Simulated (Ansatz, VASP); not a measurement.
**Al3Os in VASP and in Ansatz**

```
Al Os
1.0
     3.87260    0.00000    0.00000
     0.00000    3.87260    0.00000
     0.00000    0.00000    3.87260
Al Os
3 1
Direct
  0.00000 0.50000 0.50000
  0.50000 0.00000 0.50000
  0.50000 0.50000 0.00000
  0.00000 0.00000 0.00000
```

Alike in both runs: functional PBE; k mesh 12 × 12 × 12; occupations gaussian, width 0.1 eV; no spin polarisation.

Ansatz relaxed the structure, and its values are those at the end. VASP's run is a single point on that final structure, the one shown.

|  | VASP | Ansatz |
| --- | --- | --- |
| version | VASP 6.6.1 | Ansatz 0.2.0 |
| potentials or method | VASP PAW PBE potentials, release 64 (Al, Os), cutoff 520 eV | scalar-relativistic, plane waves, PAW |
| valence electrons in the cell | 17 | 25 |

```tsv
	VASP	Ansatz	Ansatz less VASP
gap on the k mesh at the Fermi level (eV)	none	none	-
pressure (GPa)	0.0	0.0	+0.01
```

A gap of «none» marks a metal or a gap that the smearing closes. With one functional, cell and mesh, what is left measures potentials, basis and numerics. VASP's potentials hold 17 valence electrons a cell and Ansatz's 25, so a difference there can come from the potentials and not from the codes.

Spin-orbit coupling is off throughout.
